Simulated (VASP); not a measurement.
Runs of VASP 6.6.1 on GaSb. The structure is that of space group F-43m (No. 216), or close to it. The cells are those of the table. 

```csv
level,cell,k mesh,gap on the mesh (eV),pressure (GPa)
r2SCAN,"a = 4.377 Å, angles 60.0°, 2 atoms",10 × 10 × 10,0.18,-1.3
r2SCAN,"a = 4.336 Å, angles 60.0°, 2 atoms",10 × 10 × 10,0.40,(a)
PBE,"a = 4.359 Å, angles 60.0°, 2 atoms",6 × 6 × 6,none,1.3
r2SCAN,"a = 4.397 Å, angles 60.0°, 2 atoms",10 × 10 × 10,(b),(c)
PBE,"a = 4.340 Å, angles 60.0°, 2 atoms",6 × 6 × 6,none,2.0
```

Alike in all rows: task single point; potentials or basis VASP PAW PBE potentials, release 64 (Ga_d, Sb); no spin polarisation; cutoff (eV) 520; smearing gaussian 0.05 eV.

Fill in the values left out.

(a) 0.1; (b) 0.08; (c) -2.0.

Caveats: spin-orbit coupling is left out, which moves the levels of the heavy elements; the PAW data sets were made with another functional, which shifts forces and pressure a little (some runs).

A k mesh can miss the band edges, and the runs leave out spin-orbit coupling on Ga, Sb.

A gap of «none» marks levels without a gap at the run's occupations.
